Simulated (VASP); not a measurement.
Wanted: the native input for a VASP 6.6.1 run.

- Task: single point
- Functional: PBE
- Dispersion: D3(BJ)
- Potentials or basis: VASP PAW PBE potentials, release 64 (Si)
- Cutoff: 520 eV
- k mesh: 30 × 30 × 30
- Occupations: gaussian, width 0.15 eV
- Spin: no spin polarisation
- Dipole correction: no
- Further INCAR settings: ALGO = Normal; EDIFF = 1e-07; NBANDS = 8

The structure of Si lies in POSCAR:

```
Si
1.0
   -1.7167354352      1.6195617313      1.3095711304
    1.7167354352     -1.6195617313      1.3095711304
    1.7167354352      1.6195617313     -1.3095711304
Si
1
Direct
    0.0000000000      0.0000000000      0.0000000000
```

This cell differs from its parent crystal: strain +0.0600 x Voigt [1, 0, 0, 0, 0, 0].

The input as run:

INCAR

```
PREC     = Accurate       # precision mode
ENCUT    = 520            # plane-wave cutoff, eV
EDIFF    = 1E-7           # SCF threshold, eV
ISMEAR   = 0              # smearing method
SIGMA    = 0.15           # smearing width, eV
LREAL    = False          # projectors in reciprocal space
LASPH    = True           # aspherical terms in the spheres
NELM     = 60             # most SCF steps
ALGO     = Normal         # electronic algorithm
ISIF     = 2              # what is computed and relaxed
LWAVE    = False          # write WAVECAR
LCHARG   = True           # write CHGCAR
GGA      = PE             # functional
IVDW     = 12             # dispersion correction
LELF     = True           # ELF
LVHAR    = True         
NBANDS   = 8              # bands
```

KPOINTS

```
Automatic mesh
0
Gamma
  30 30 30
```

Potentials or basis: VASP PAW PBE potentials, release 64 (Si).

Command:

```bash
$ cat potpaw_PBE.64/Si/POTCAR > POTCAR
$ mpirun -np 1 vasp_std > vasp.out
```

It gave:

The pressure is -5.0 GPa, the band gap on the k mesh is zero (bands 2 and 3 overlap by 12.71 eV) and the dispersion energy per atom is -0.426 eV.

Caveat: the cell differs from its parent crystal (strain +0.0600 x Voigt [1, 0, 0, 0, 0, 0]); the stress differs along the axes, from -8 to -2 GPa.

It took 120 s on 1 thread of Intel(R) Xeon(R) 6975P-C (Granite Rapids), with other jobs on the host, peak memory 0.45 GiB.
